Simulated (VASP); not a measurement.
Input of a VASP 6.6.1 run:

INCAR

```
SYSTEM = Al3GaN4
PREC = Accurate
ENCUT = 520
EDIFF = 1E-6
ISMEAR = 0
SIGMA = 0.05
LREAL = .FALSE.
LASPH = .TRUE.
NELM = 80
ALGO = Normal
ISIF = 2
LWAVE = .FALSE.
LCHARG = .FALSE.
GGA = PS
NBANDS = 31
```

KPOINTS

```
regular mesh
0
G
  6 6 6
  0 0 0
```

The input POSCAR:

```
Al3GaN4
1.0
    4.5380325336      0.0000000000      0.0000000000
    0.0000000000      4.5380325336      0.0000000000
    0.0000000000      0.0000000000      4.8216595670
Al Ga N
3 1 4
Direct
    0.5000000000      0.5000000000      0.0000000000
    0.5000000000      0.0000000000      0.5000000000
    0.0000000000      0.5000000000      0.5000000000
    0.0000000000      0.0000000000      0.0000000000
    0.7447140287      0.7447140287      0.2552859713
    0.7447140287      0.2552859713      0.7447140287
    0.2552859713      0.7447140287      0.7447140287
    0.2552859713      0.2552859713      0.2552859713
```

Potentials or basis: VASP PAW PBE potentials, release 64 (Al, Ga_d, N).

The run is started by

```console
$ cat potpaw_PBE.64/Al/POTCAR potpaw_PBE.64/Ga_d/POTCAR potpaw_PBE.64/N/POTCAR > POTCAR
$ mpirun -np 1 vasp_std > vasp.out
```

What does it give for the band gap on the k mesh?

2.16 eV, indirect (least direct gap 2.17 eV).

Estimate the largest force.

0.044 eV/Å.

Estimate the pressure.

-21.9 GPa.

Forces in eV/Å, atoms in the order of the input:
```
Al   0.000  0.000  0.000
Al   0.000  0.000  0.000
Al   0.000  0.000  0.000
Ga   0.000  0.000  0.000
N   -0.026 -0.026 -0.023
N   -0.026  0.026  0.023
N    0.026 -0.026  0.023
N    0.026  0.026 -0.023
```

Caveat: the PAW data sets were made with another functional, which shifts forces and pressure a little. A k mesh can miss the band edges.
